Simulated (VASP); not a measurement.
# Y (P6_3/mmc) in VASP: single point with PBEsol

Aim: the single point of Y with PBEsol.

All numbers are computed with VASP 6.6.1; they aren't measurements. Logs are shortened: lines on timing, memory, paths and dates and some standing lists are left out, and cuts for length are marked.

### Step 1. The cell of the first run

It takes space group P6_3/mmc (No. 194, hexagonal). Conventional cell: a = 3.596 Å, b = 3.596 Å, c = 5.585 Å, α = 90.00°, β = 90.00°, γ = 120.00°. Within 4.6 Å of Y (site symmetry -6m2) lie 12 Y at 3.48 to 3.60 Å.

### Step 2. Single point, PBEsol

INCAR

```
SYSTEM = Y
PREC = Accurate
ENCUT = 520
EDIFF = 1E-6
ISMEAR = 0
SIGMA = 0.05
LREAL = .False.
LASPH = .True.
NELM = 80
ALGO = Normal
ISIF = 2
LWAVE = .False.
LCHARG = .False.
GGA = PS
NBANDS = 18
```

KPOINTS

```
regular mesh
0
Gamma
  14 14 8
  0 0 0
```

POSCAR

```
Y
1.0
    3.5957396492      0.0000000000      0.0000000000
   -1.7978698246      3.1140018816      0.0000000000
    0.0000000000      0.0000000000      5.5851031258
Y
2
Direct
    0.3333333333      0.6666666667      0.7500000000
    0.6666666667      0.3333333333      0.2500000000
```

Potentials or basis: VASP PAW PBE potentials, release 64 (Y_sv).

On the command line:

```bash
> cat potpaw_PBE.64/Y_sv/POTCAR > POTCAR
> mpirun -np 1 vasp_std > vasp.out
```

OUTCAR:

```text
SYSTEM = Y
   PREC = Accurate
   ENCUT = 520
   EDIFF = 1E-6
   ISMEAR = 0
   LREAL = .False.
   LASPH = .True.
   NELM = 80
   ISIF = 2
   GGA = PS

 ion  position               nearest neighbor table
   1  0.333  0.667  0.750-   2 3.48   2 3.48   2 3.48   2 3.48   2 3.48   2 3.48
   2  0.667  0.333  0.250-   1 3.48   1 3.48   1 3.48   1 3.48   1 3.48   1 3.48

  LATTYP: Found a hexagonal cell.
 ALAT       =     3.5957396492
 C/A-ratio  =     1.5532557056

  Lattice vectors:

 A1 = (   3.5957396492,   0.0000000000,   0.0000000000)
 A2 = (  -1.7978698246,   3.1140018816,   0.0000000000)
 A3 = (   0.0000000000,   0.0000000000,   5.5851031258)

Analysis of symmetry for initial positions (statically):
=====================================================================
 Subroutine PRICEL returns:
 Original cell was already a primitive cell.

 Routine SETGRP: Setting up the symmetry group for a
 hexagonal supercell.

 Subroutine GETGRP returns: Found 24 space group operations
 (whereof 12 operations were pure point group operations)
 out of a pool of 24 trial point group operations.

The static configuration has the point symmetry D_3d.
 The point group associated with its full space group is D_6h.

Analysis of symmetry for dynamics (positions and initial velocities):
=====================================================================
 Subroutine PRICEL returns:
 Original cell was already a primitive cell.

 Routine SETGRP: Setting up the symmetry group for a
 hexagonal supercell.

 Subroutine GETGRP returns: Found 24 space group operations
 (whereof 12 operations were pure point group operations)
 out of a pool of 24 trial point group operations.

The dynamic configuration has the point symmetry D_3d.
 The point group associated with its full space group is D_6h.

 Subroutine INISYM returns: Found 24 space group operations
 (whereof 12 operations are pure point group operations),
 and found     1 'primitive' translations

----------------------------------------------------------------------------------------

                                     Primitive cell

  volume of cell :      62.5372

  direct lattice vectors                    reciprocal lattice vectors
     3.595739649  0.000000000  0.000000000     0.278106898  0.160565092  0.000000000
    -1.797869825  3.114001882  0.000000000     0.000000000  0.321130185  0.000000000
     0.000000000  0.000000000  5.585103126     0.000000000  0.000000000  0.179047723

  length of vectors
     3.595739649  3.595739649  5.585103126     0.321130185  0.321130185  0.179047723

  position of ions in fractional coordinates (direct lattice)
     0.333333333  0.666666667  0.750000000
     0.666666667  0.333333333  0.250000000

  ion indices of the primitive-cell ions
   primitive index   ion index
                 1           1
                 2           2

----------------------------------------------------------------------------------------

 KPOINTS: regular mesh

Automatic generation of k-mesh.
 Grid dimensions read from file:
 generate k-points for:   14   14    8

 Generating k-lattice:

  Cartesian coordinates                     Fractional coordinates (reciprocal lattice)
     0.019864778  0.011468935  0.000000000     0.071428571  0.000000000  0.000000000
     0.000000000  0.022937870  0.000000000     0.000000000  0.071428571  0.000000000
     0.000000000  0.000000000  0.022380965     0.000000000  0.000000000  0.125000000

  Length of vectors
     0.022937870  0.022937870  0.022380965

  Shift w.r.t. Gamma in fractional coordinates (k-lattice)
     0.000000000  0.000000000  0.000000000

 Subroutine IBZKPT returns following result:
 ===========================================

 Found    120 irreducible k-points:

 Following reciprocal coordinates:
            Coordinates               Weight
  0.000000  0.000000  0.000000      1.000000
  0.071429  0.000000  0.000000      6.000000
  0.142857  0.000000  0.000000      6.000000
  0.214286 -0.000000  0.000000      6.000000
  0.285714  0.000000  0.000000      6.000000
  0.357143  0.000000  0.000000      6.000000
[... 16 lines left out ...]
  0.285714  0.285714  0.000000      6.000000
  0.357143  0.285714  0.000000      6.000000
 [... further k-points ...]
   k-points           NKPTS =    120   k-points in BZ     NKDIM =    120   number of bands    NBANDS=     18
   number of dos      NEDOS =    301   number of ions     NIONS =      2
   total plane-waves  NPLWV =  32928
   dimension x,y,z NGX =    28 NGY =   28 NGZ =   42
   dimension x,y,z NGXF=    56 NGYF=   56 NGZF=   84
   ions per type =               2
   NGX,Y,Z   is equivalent  to a cutoff of  12.95, 12.95, 12.50 a.u.
   NGXF,Y,Z  is equivalent  to a cutoff of  25.89, 25.89, 25.00 a.u.
 SYSTEM =  Y
   PREC   = accura    normal or accurate (medium, high low for compatibility)
   ISTART =      0    job   : 0-new  1-cont  2-samecut
   ICHARG =      2    charge: 1-file 2-atom 10-const
   ISPIN  =      1    spin polarized calculation?
   LNONCOLLINEAR =      F non collinear calculations
   LSORBIT =      F    spin-orbit coupling
   LASPH  =      T    aspherical Exc in radial PAW
   ENCUT  =  520.0 eV  38.22 Ry    6.18 a.u.   6.69  6.69 10.38*2*pi/ulx,y,z
   NELM   =     80;   NELMIN=  2; NELMDL= -5     # of ELM steps
   EDIFF  = 0.1E-05   stopping-criterion for ELM
   LREAL  =      F    real-space projection
   EDIFFG = 0.1E-04   stopping-criterion for IOM
   NSW    =      0    number of steps for IOM
   IBRION =     -1    ionic relax: 0-MD 1-quasi-New 2-CG
   NFREE  =      0    steps in history (QN), initial steepest desc. (CG)
   ISIF   =      2    stress and relaxation
   ISYM   =      2    0-nonsym 1-usesym 2-fastsym
   POTIM  = 0.5000    time-step for ionic-motion
   TEBEG  =    0.0;   TEEND  =   0.0 temperature during run
   PSTRESS=    0.0 pullay stress
   NELECT =      22.0000    total number of electrons
   NUPDOWN=      -1.0000    fix difference up-down
   EMIN   =  10.00;   EMAX   =-10.00  energy-range for DOS
   EFERMI =   0.00;   METHOD = LEGACY
   ISMEAR =     0;   SIGMA  =   0.05  broadening in eV -4-tet -1-fermi 0-gaus
   EFERMI_NEDOS =   21; number of points for ismear=-14 and -15
   IALGO  =     38    algorithm
   IMIX   =      4    mixing-type and parameters
     AMIX     =   0.40;   BMIX     =  1.00
     AMIX_MAG =   1.60;   BMIX_MAG =  1.00
  volume/ion in A,a.u.               =      31.27       211.01
  Fermi-wavevector in a.u.,A,eV,Ry     =   1.155677  2.183912 18.171781  1.335588
  Thomas-Fermi vector in A             =   2.292303
   LORBIT       =      0    0 simple, 1 ext, 2 COOP (PROOUT), +10 PAW based schemes
   GGA     = PS    functional components
   LHFCALC =     F    Hartree Fock is set to
   AEXX    =    0.0000 exact exchange contribution
   IVDW    =     0    specifies the selected vdW correction
   LEPSILON=     F    determine dielectric tensor
   LRPA    =     F    only Hartree local field effects (RPA)
 non-spin polarized calculation
 Gauss-broadening in eV      SIGMA  =   0.05
  energy-cutoff  :      520.00
  volume of cell :       62.54
 maximum number of plane-waves:      1713
 NGX is ok and might be reduce to    28
   NGX = 13   NGY = 13   NGZ = 21

 number of electron      22.0000002 magnetization

 Free energy of the ion-electron system (eV)
  ---------------------------------------------------
  ext. energy  EPLUGINS =         0.00000000
  ---------------------------------------------------
  free energy    TOTEN  =       -13.64419019 eV

  energy without entropy =      -13.64014205  energy(sigma->0) =      -13.64216612

 E-fermi :   3.1162     XC(G=0):  -9.7273

 val. band max:        3.1157722768   @ k =   0.4286  -0.0000   0.2500
 cond. band min:       3.1188961871   @ k =   0.1429   0.1429   0.3750
 fundamental gap:      0.0031239104
 Fermi energy:         3.1162096819

 k-point     1 :       0.0000    0.0000    0.0000
  band No.  band energies     occupation
      1     -39.3556      2.00000
      2     -39.2604      2.00000
      3     -19.7257      2.00000
      4     -19.1610      2.00000
      5     -19.1610      2.00000
      6     -19.0504      2.00000
[... 10 lines left out ...]
     17       5.9499      0.00000
     18       5.9499      0.00000

 k-point     2 :       0.0714    0.0000    0.0000
  band No.  band energies     occupation
      1     -39.3525      2.00000
      2     -39.2594      2.00000
      3     -19.7149      2.00000
      4     -19.1824      2.00000
      5     -19.1685      2.00000
      6     -19.0732      2.00000
[... 10 lines left out ...]
     17       5.7974      0.00000
     18       5.8384      0.00000

 k-point     3 :       0.1429    0.0000    0.0000
  band No.  band energies     occupation
      1     -39.3436      2.00000
      2     -39.2567      2.00000
      3     -19.6835      2.00000
      4     -19.2426      2.00000
      5     -19.1889      2.00000
      6     -19.1357      2.00000
[... 10 lines left out ...]
     17       5.8599      0.00000
     18       5.9455      0.00000

 k-point     4 :       0.2143   -0.0000    0.0000
  band No.  band energies     occupation
      1     -39.3302      2.00000
      2     -39.2532      2.00000
      3     -19.6347      2.00000
      4     -19.3300      2.00000
      5     -19.2228      2.00000
      6     -19.2172      2.00000
[... 10 lines left out ...]
     17       6.2737      0.00000
     18       6.4139      0.00000

 k-point     5 :       0.2857    0.0000    0.0000
  band No.  band energies     occupation
      1     -39.3144      2.00000
      2     -39.2502      2.00000
      3     -19.5736      2.00000
      4     -19.4273      2.00000
      5     -19.3155      2.00000
      6     -19.2474      2.00000
[... 10 lines left out ...]
     17       6.7937      0.00000
     18       7.0179      0.00000

 k-point     6 :       0.3571    0.0000    0.0000
  band No.  band energies     occupation
      1     -39.2989      2.00000
      2     -39.2488      2.00000
      3     -19.5149      2.00000
      4     -19.5079      2.00000
      5     -19.3960      2.00000
      6     -19.2738      2.00000
[... 10 lines left out ...]
     17       7.4500      0.00000
     18       7.6871      0.00000

 k-point     7 :       0.4286   -0.0000    0.0000
  band No.  band energies     occupation
      1     -39.2865      2.00000
      2     -39.2494      2.00000
      3     -19.5754      2.00000
      4     -19.4505      2.00000
      5     -19.4503      2.00000
      6     -19.2917      2.00000
[... 10 lines left out ...]
     17       8.2771      0.00000
     18       8.3361      0.00000

 k-point     8 :       0.5000    0.0000    0.0000
  band No.  band energies     occupation
      1     -39.2815      2.00000
      2     -39.2503      2.00000
      3     -19.5969      2.00000
      4     -19.4693      2.00000
      5     -19.4249      2.00000
      6     -19.2980      2.00000
[... 10 lines left out ...]
     17       8.7497      0.00000
     18       8.9713      0.00000
[... 229 lines left out ...]
     17       8.3467      0.00000
     18       8.7308      0.00000

 k-point    20 :       0.2143    0.2143    0.0000
  band No.  band energies     occupation
      1     -39.2945      2.00000
      2     -39.2488      2.00000
      3     -19.4890      2.00000
      4     -19.4632      2.00000
      5     -19.4361      2.00000
      6     -19.2760      2.00000
[... 10 lines left out ...]
     17       7.5194      0.00000
     18       8.2907      0.00000

 k-point    21 :       0.2857    0.2143    0.0000
  band No.  band energies     occupation
      1     -39.2817      2.00000
      2     -39.2501      2.00000
      3     -19.5153      2.00000
      4     -19.4443      2.00000
      5     -19.4274      2.00000
      6     -19.3244      2.00000
[... 10 lines left out ...]
     17       7.9770      0.00000
     18       8.6046      0.00000

 k-point    22 :       0.3571    0.2143    0.0000
  band No.  band energies     occupation
      1     -39.2726      2.00000
      2     -39.2528      2.00000
      3     -19.5447      2.00000
      4     -19.4304      2.00000
      5     -19.3781      2.00000
      6     -19.3699      2.00000
[... 10 lines left out ...]
     17       8.2349      0.00000
     18       8.6087      0.00000

 k-point    23 :       0.2857    0.2857    0.0000
  band No.  band energies     occupation
      1     -39.2710      2.00000
      2     -39.2535      2.00000
      3     -19.5235      2.00000
      4     -19.4386      2.00000
      5     -19.3692      2.00000
      6     -19.3659      2.00000
[... 10 lines left out ...]
     17       8.1218      0.00000
     18       8.5449      0.00000

 k-point    24 :       0.3571    0.2857    0.0000
  band No.  band energies     occupation
      1     -39.2648      2.00000
      2     -39.2570      2.00000
      3     -19.5264      2.00000
      4     -19.4082      2.00000
      5     -19.4066      2.00000
      6     -19.3305      2.00000
[... 10 lines left out ...]
     17       8.1727      0.00000
     18       8.4985      0.00000

 [... further k-points ...]
[... 5 lines left out ...]
  --------------------------------------------------------------------------------------
  -------------------------------------------------------------------------------------
  Total       -0.0155651     -0.0155651     -0.0876374      0.0000000      0.0000000      0.0000000
  in kB       -0.3987705     -0.3987705     -2.2452353      0.0000000      0.0000000      0.0000000
  external PRESSURE =      -1.0142588 kB  Pullay stress =       0.0000000 kB

 VOLUME and BASIS-vectors are now :
 -----------------------------------------------------------------------------
  energy-cutoff  :      520.00
  volume of cell :       62.54
      direct lattice vectors                 reciprocal lattice vectors
     3.595739649  0.000000000  0.000000000     0.278106898  0.160565092  0.000000000
    -1.797869825  3.114001882  0.000000000     0.000000000  0.321130185  0.000000000
     0.000000000  0.000000000  5.585103126     0.000000000  0.000000000  0.179047723

 POSITION                                       TOTAL-FORCE (eV/Angst)
 -----------------------------------------------------------------------------------
     -0.00000      2.07600      4.18883         0.000000     -0.000000      0.000000
      1.79787      1.03800      1.39628        -0.000000      0.000000      0.000000
 -----------------------------------------------------------------------------------
    total drift:                               -0.000000      0.000000     -0.000000

  FREE ENERGIE OF THE ION-ELECTRON SYSTEM (eV)
  ---------------------------------------------------
  free  energy   TOTEN  =       -13.6441901923 eV

  energy  without entropy=      -13.6401420524  energy(sigma->0) =      -13.64216612
```

Wall time 2 min (1 thread of Intel Xeon Platinum 8488C (Sapphire Rapids), shared host); peak memory 0.27 GiB.

Results:

```yaml
Free_energy: -13.6442 eV
Pressure: -0.1 GPa
Band_gap_on_the_k_mesh: zero (band 11 reaches 4.25 eV, above the bottom of band 12 at 2.65 eV)
```

Stress tensor (GPa, compression positive):
```
-0.04  0.00  0.00
 0.00 -0.04  0.00
 0.00  0.00 -0.22
```

Caveat: the PAW data sets were made with another functional, which shifts forces and pressure a little.
